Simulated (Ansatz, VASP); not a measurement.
Two plane-wave programs on BaTiO3

INCAR

```
SYSTEM = BaTiO3
PREC     = Accurate       ! precision mode
ENCUT    = 520            ! plane-wave cutoff, eV
EDIFF    = 1E-6           ! SCF threshold, eV
ISMEAR   = 0              ! smearing method
SIGMA    = 0.02           ! smearing width, eV
LREAL    = .FALSE.        ! projectors in reciprocal space
LASPH    = .TRUE.         ! aspherical terms in the spheres
NELM     = 100            ! most SCF steps
ALGO     = Normal         ! electronic algorithm
ISIF     = 2              ! what is computed and relaxed
LWAVE    = .FALSE.        ! write WAVECAR
LCHARG   = .FALSE.        ! write CHGCAR
GGA      = PS             ! functional
IBRION   = 2              ! ionic algorithm
NSW      = 60             ! ionic steps
EDIFFG   = -0.008         ! ionic threshold
```

KPOINTS

```
Automatic mesh
0
G
  8 8 8
  0 0 0
```

Contents of POSCAR:

```
BaTiO3
1.0
    3.9554885124      0.0000000000      0.0000000000
    0.0000000000      3.9554885124      0.0000000000
    0.0000000000      0.0000000000      4.1047002037
Ba Ti O
1 1 3
Direct
    0.5000000000      0.5000000000      0.5825208321
    0.0000000000      0.0000000000      0.0977311510
    0.0000000000      0.5000000000      0.0634795542
    0.5000000000      0.0000000000      0.0634795542
    0.0000000000      0.0000000000      0.5527858984
```

Input for Ansatz:

```yaml
crystal:
  lattice:
    - [3.9554885124, 0.0, 0.0]
    - [0.0, 3.9554885124, 0.0]
    - [0.0, 0.0, 4.1047002037]
  atoms:
    - { symbol: Ba, position: [0.5, 0.5, 0.5825208321] }
    - { symbol: Ti, position: [0.0, 0.0, 0.097731151] }
    - { symbol: O, position: [0.0, 0.5, 0.0634795542] }
    - { symbol: O, position: [0.5, 0.0, 0.0634795542] }
    - { symbol: O, position: [0.0, 0.0, 0.5527858984] }
basis:
  ecutwfc: 420
kpoints:
  mp_grid: { grid: [8, 8, 8] }
hamiltonian:
  xc: pbesol
scf:
  occupations: { method: gaussian, width: 0.02 }
output:
  forces: true
  stress: true
  eigenvalues: true
relax:
  adjacent_minimum: "off"
  f_tol: 0.008
  max_steps: 40
```

Change from the starting cell: strain along c alone, the other axes held, atoms relaxed: +1.5 %.

Alike in both runs: task relaxation of the atoms; functional PBEsol; k mesh 8 × 8 × 8; occupations gaussian, width 0.02 eV; no spin polarisation.

```csv
,VASP,Ansatz
version,VASP 6.6.1,Ansatz 0.2.0
potentials or method,"VASP PAW PBE potentials, release 64 (Ba_sv, Ti_sv, O), cutoff 520 eV","scalar-relativistic, plane waves, PAW"
valence electrons in the cell,40,40
```

Ansatz gave:

```
gap on the k mesh at the Fermi level, each at its own relaxed structure (eV) : 1.84
```

Which values does VASP return?

gap on the k mesh at the Fermi level, each at its own relaxed structure (eV): 1.77.

VASP's potentials were made for PBE, not for PBEsol. Ansatz's warnings: stress scf threshold loose.

Neither program's run includes spin-orbit coupling.
